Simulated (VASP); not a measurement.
The system is Ca.

```
Ca
1.0
    -2.24000    2.24000    2.24000
     2.24000   -2.24000    2.24000
     2.24000    2.24000   -2.24000
Ca
1
Direct
  0.00000 0.00000 0.00000
```

This isn't the form of Ca at room conditions, which is fcc.

| Item | Value |
| --- | --- |
| Program | VASP 6.6.1 |
| Task | relaxation of cell and atoms |
| Functional | PBE |
| Potentials or basis | VASP PAW PBE potentials, release 64 (Ca_sv) |
| Cutoff | 600 eV |
| k mesh | 12 × 12 × 12 |
| Occupations | gaussian, width 0.1 eV |
| Spin | no spin polarisation |

At the start: pressure -1.0 GPa; volume 44.96 Å³/atom.

Task: Where does the relaxation end?

Result: Over 3 steps the energy falls by 8.4 meV/atom and the volume is 42.17 Å³/atom (-6.2 %); space group Im-3m (No. 229, to 0.1 Å) before and after.

The path:
```csv
step,energy change (eV),largest force (eV/Å),pressure (GPa),volume (Å³)
1,0.0000,0.0000,-0.96,44.96
2,-0.0072,0.0000,-0.38,43.22
3,-0.0084,0.0000,0.02,42.17
```

Final structure:
```xyz
1
Lattice="-2.1927 2.1927 2.1927 2.1927 -2.1927 2.1927 2.1927 2.1927 -2.1927" Properties=species:S:1:pos:R:3 pbc="T T T"
Ca    0.0000    0.0000    0.0000
```
